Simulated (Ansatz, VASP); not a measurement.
**Two plane-wave programs on Ti**

POSCAR

```
Ti
1.0
   -1.5671550000      1.5671550000      1.6410000000
    1.5671550000     -1.5671550000      1.6410000000
    1.5671550000      1.5671550000     -1.6410000000
Ti
1
Direct
    0.0000000000      0.0000000000      0.0000000000
```

The input INCAR.step1:

```
SYSTEM = Ti
PREC = Accurate
ENCUT = 520
ISMEAR = 0
SIGMA = 0.15
LREAL = .False.
LASPH = .True.
NELM = 60
NBANDS = 12
GGA = PE
ALGO = Normal
EDIFF = 1E-4
LWAVE = .True.
LCHARG = .False.
```

INCAR.step2

```
SYSTEM = Ti
PREC = Accurate
ENCUT = 520
EDIFF = 1E-6
ISMEAR = 0
SIGMA = 0.15
LREAL = .False.
LASPH = .True.
NELM = 60
ALGO = Normal
ISIF = 2
LWAVE = .False.
LCHARG = .False.
METAGGA = R2SCAN
LMIXTAU = .True.
NBANDS = 12
ISTART = 1
```

Contents of KPOINTS:

```
Automatic mesh
0
Gamma
  20 20 20
  0 0 0
```

Input for Ansatz:

```yaml
crystal:
  lattice:
    - [-1.567155, 1.567155, 1.641]
    - [1.567155, -1.567155, 1.641]
    - [1.567155, 1.567155, -1.641]
  atoms:
    - { symbol: Ti, position: [0.0, 0.0, 0.0] }
basis:
  ecutwfc: 500
kpoints:
  mp_grid: { grid: [20, 20, 20] }
hamiltonian:
  xc: r2scan
scf:
  occupations: { method: gaussian, width: 0.15 }
output:
  forces: true
  stress: true
  eigenvalues: true
  write_density: true
  write_potential: true
  elf: true
  volumetric_format: npy
```

Change from the starting cell: strain -0.0450 x Voigt [1, 1, 0, 0, 0, 0], atoms carried along.

Alike in both runs: task single point; functional r2SCAN; k mesh 20 × 20 × 20; occupations gaussian, width 0.15 eV; no spin polarisation.

|  | VASP | Ansatz |
| --- | --- | --- |
| version | VASP 6.6.1 | Ansatz 0.2.0 |
| potentials or method | VASP PAW PBE potentials, release 64 (Ti_sv), cutoff 520 eV | scalar-relativistic, plane waves, PAW |
| valence electrons in the cell | 12 | 12 |

VASP gave:

| Item | Value |
| --- | --- |
| gap on the k mesh at the Fermi level (eV) | none |
| pressure (GPa) | 8.5 |
| traceless stress, the component that is largest in VASP (GPa) | 0.88 |

What did Ansatz give for the same quantities?

gap on the k mesh at the Fermi level (eV): none; pressure (GPa): 8.1; traceless stress, the component that is largest in VASP (GPa): 0.86.

VASP's potentials were made for PBE, not for r2SCAN. A gap of «none» marks a metal or a gap that the smearing closes. The functional is the same, so the differences come from potentials, cutoffs and numerics.
